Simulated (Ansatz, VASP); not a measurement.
# Two plane-wave programs on Ta3N

```
Ta N
1.0
     3.02177    0.00000    0.00000
    -1.51089    2.61693    0.00000
     0.00000    0.00000    7.55759
Ta N
3 1
Direct
  0.00000 0.00000 0.50000
  0.33944 0.67888 0.17678
  0.66667 0.33333 0.82640
  0.00000 0.00000 0.00000
```

Alike in both runs: task single point; functional PBE; k mesh 18 × 18 × 6; occupations gaussian, width 0.15 eV; no spin polarisation.

|  | VASP | Ansatz |
| --- | --- | --- |
| version | VASP 6.6.1 | Ansatz 0.2.0 |
| potentials or method | VASP PAW PBE potentials, release 64 (Ta_pv, N), cutoff 520 eV | scalar-relativistic, plane waves, PAW |
| valence electrons in the cell | 38 | 44 |

VASP gave:

- gap on the k mesh at the Fermi level (eV): none
- pressure (GPa): 0.0
- traceless stress, the component that is largest in VASP (GPa): -0.58
- rms of the force components (eV/Å): 0.134

Q: Which values does Ansatz return?

A: gap on the k mesh at the Fermi level (eV): none; pressure (GPa): -0.3; traceless stress, the component that is largest in VASP (GPa): -0.57; rms of the force components (eV/Å): 0.144.

Atom by atom the forces differ by 0.019 eV/Å (rms over components). A gap of «none» marks a metal or a gap that the smearing closes. With one functional, cell and mesh, what is left measures potentials, basis and numerics. VASP's potentials hold 38 valence electrons a cell and Ansatz's 44, so a difference there can come from the potentials and not from the codes.

Neither program's run includes spin-orbit coupling.
